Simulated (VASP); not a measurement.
**Cl: single point with r2SCAN**

The system is Cl.

```
Cl
1.0
     2.85378    0.00000    0.00000
     0.00000    2.85378    0.00000
     0.00000    0.00000    2.85378
Cl
1
Cartesian
  0.0000 0.0000 0.0000
```

| Quantity | Value |
| --- | --- |
| Program | VASP 6.6.1 |
| Task | single point |
| Functional | r2SCAN |
| Potentials or basis | VASP PAW PBE potentials, release 64 (Cl) |
| Cutoff | 520 eV |
| k mesh | 8 × 8 × 8 |
| Occupations | fermi-dirac, width 0.05 eV |
| Spin | no spin polarisation |

- Pressure: -0.7 GPa

Levels at points of the mesh, in eV from the Fermi level:
| k point | band 1 | band 2 | band 3 | band 4 | band 5 | band 6 | band 7 | band 8 |
| --- | --- | --- | --- | --- | --- | --- | --- | --- |
| (0.00, 0.00, 0.00) | -16.44 | -0.08 | -0.08 | -0.08 | 8.88 | 11.01 | 11.01 | 21.74 |
| (0.50, 0.00, 0.00) | -15.29 | -5.17 | 0.55 | 0.55 | 12.61 | 12.65 | 13.89 | 15.97 |
| (0.50, 0.50, 0.00) | -14.21 | -4.00 | -4.00 | 1.11 | 7.00 | 14.54 | 17.44 | 17.44 |
| (0.50, 0.50, 0.50) | -13.18 | -3.04 | -3.04 | -3.04 | 9.62 | 9.62 | 9.62 | 14.67 |

It took 9.5 s on 1 thread of Intel(R) Xeon(R) 6975P-C (Granite Rapids), on a shared host, peak memory 0.13 GiB.

Caveat: the PAW data sets were made with another functional, which shifts forces and pressure a little; an odd number of electrons without spin polarisation forces a metal; a magnetic or distorted state may lie lower.
